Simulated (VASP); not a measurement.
Input of a VASP 6.6.1 run:

Contents of INCAR:

```
PREC = Accurate ; ENCUT = 520
EDIFF = 1E-6 ; ISMEAR = -1
SIGMA = 0.05 ; LREAL = F
LASPH = T ; NELM = 150
ALGO = Fast ; ISIF = 2
LWAVE = F ; LCHARG = T
MAGMOM = 0 0 0 ; LORBIT = 11
LSORBIT = T ; GGA_COMPAT = F
LORBMOM = T ; GGA = PS
LVHAR = T ; NBANDS = 21
```

The input KPOINTS:

```
regular mesh
0
Gamma
  7 7 7
```

POSCAR

```
Ba
1.0
    0.0000000000      3.2326650028      3.2326650028
    3.2326650028      0.0000000000      3.2326650028
    3.2326650028      3.2326650028      0.0000000000
Ba
1
Direct
    0.0000000000      0.0000000000      0.0000000000
```

Potentials or basis: VASP PAW PBE potentials, release 64 (Ba_sv).

Command:

```sh
$ cat potpaw_PBE.64/Ba_sv/POTCAR > POTCAR
$ mpirun -np 1 vasp_ncl > vasp.out
```

(1) Estimate the net moment.

(2) What does it give for the pressure?

Answers

(1) 0.00 μB per cell.

(2) -0.9 GPa.

Caveat: the PAW data sets were made with another functional, which shifts forces and pressure a little.
